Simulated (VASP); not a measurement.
Input of a VASP 6.6.1 run:

File INCAR:

```
SYSTEM = GdSe
  PREC = Accurate
  ENCUT = 520
  EDIFF = 1E-6
  ISMEAR = -1
  SIGMA = 0.15
  LREAL = .FALSE.
  LASPH = .TRUE.
  NELM = 150
  ALGO = Normal
  ISIF = 2
  LWAVE = .FALSE.
  LCHARG = .FALSE.
  ISPIN = 2
  MAGMOM = 7 0
  LORBIT = 11
  LMAXMIX = 6
  GGA = PS
  NBANDS = 23
```

The input KPOINTS:

```
regular mesh
0
G
  4 4 4
  0 0 0
```

Contents of POSCAR:

```
GdSe
1.0
    0.0000000000      2.8855000000      2.8855000000
    2.8855000000      0.0000000000      2.8855000000
    2.8855000000      2.8855000000      0.0000000000
Gd Se
1 1
Direct
    0.0000000000      0.0000000000      0.0000000000
    0.5000000000      0.5000000000      0.5000000000
```

Potentials or basis: VASP PAW PBE potentials, release 64 (Gd, Se).

Command:

```sh
$ cat potpaw_PBE.64/Gd/POTCAR potpaw_PBE.64/Se/POTCAR > POTCAR
$ mpirun -np 1 vasp_std > vasp.out
```

**Question.** Predict the net moment.

**Answer.** 6.85 μB per cell.

**Question.** Predict the site moments.

**Answer.** Gd +6.63; Se -0.03 μB.

**Question.** Predict the pressure.

**Answer.** 0.3 GPa.

Caveat: the k points lie up to 0.47 Å⁻¹ apart; the PAW data sets were made with another functional, which shifts forces and pressure a little; a cell with one magnetic atom can't hold antiferromagnetic order, which such compounds often take. The state reached can hang on the start; a lower one may exist.
